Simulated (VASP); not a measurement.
Rb3N:

```xyz
4
Lattice="4.0363 0.0000 0.0000 -2.0181 3.4955 0.0000 0.0000 0.0000 13.0967" Properties=species:S:1:pos:R:3 pbc="T T T"
Rb    0.0000    2.3303    9.8707
Rb    0.0000    0.0000    0.0000
Rb    0.0000    2.3303    3.2260
N     0.0000    0.0000    6.5483
```

The cell was generated, and may not be a known phase.

Base run:

* Program: VASP 6.6.1
* Functional: PBE
* Potentials or basis: VASP PAW PBE potentials, release 64 (Rb_sv, N)
* Cutoff: 520 eV
* k mesh: 6 × 6 × 2
* Occupations: gaussian, width 0.1 eV
* Spin: no spin polarisation

Its results: pressure 1.8 GPa; largest force 1.530 eV/Å.

The run is repeated on the same cell with these changes: spin from no spin polarisation to collinear spin, ferromagnetic start; further incar settings from ALGO = Fast; EDIFF = 1e-07; NBANDS = 24 to ALGO = Normal; EDIFF = 1e-07; NBANDS = 28. What comes out?

Pressure 2.9 GPa; net moment 2.26 μB per cell; site moments Rb -0.00; N +1.48 μB; largest force 1.246 eV/Å.

Caveats: forces of over 1 eV/Å act on the atoms, so gaps and moduli don't describe the material at rest.
